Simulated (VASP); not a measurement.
Wanted: the native input for a VASP 6.6.1 run.

```
Task                   : single point
Functional             : LDA
Potentials or basis    : VASP PAW LDA potentials, release 64 (K_sv)
Cutoff                 : 520 eV
k mesh                 : 14 × 14 × 14
Occupations            : gaussian, width 0.15 eV
Spin                   : no spin polarisation
Dipole correction      : no
Further INCAR settings : ALGO = Fast; EDIFF = 1e-06; NBANDS = 10
```

The structure of K lies in POSCAR:

```
K
1.0
   -2.6917849860      2.6917849860      2.4764421872
    2.6917849860     -2.6917849860      2.4764421872
    2.6917849860      2.6917849860     -2.4764421872
K
1
Direct
    0.0000000000      0.0000000000      0.0000000000
```

This cell differs from its parent crystal: ratio of the length along z to the lengths across it x 0.92, volume and fractional coordinates fixed.

These files were run (other wordings do the same):

INCAR

```
SYSTEM = K
PREC = Accurate
ENCUT = 520
EDIFF = 1E-6
ISMEAR = 0
SIGMA = 0.15
LREAL = .False.
LASPH = .True.
NELM = 60
ALGO = Fast
ISIF = 2
LWAVE = .False.
LCHARG = .True.
LELF = .True.
LVHAR = .True.
NBANDS = 10
```

KPOINTS

```
regular mesh
0
Gamma
  14 14 14
  0 0 0
```

Potentials or basis: VASP PAW LDA potentials, release 64 (K_sv).

Launch:

```sh
$ cat potpaw_LDA.64/K_sv/POTCAR > POTCAR
$ mpirun -np 1 vasp_std > vasp.out
```

It gave:

| Item | Value |
| --- | --- |
| Pressure | -0.4 GPa |

Run time: 59 s on 1 thread of Intel(R) Xeon(R) 6975P-C (Granite Rapids), with other jobs on the host, peak memory 0.29 GiB.
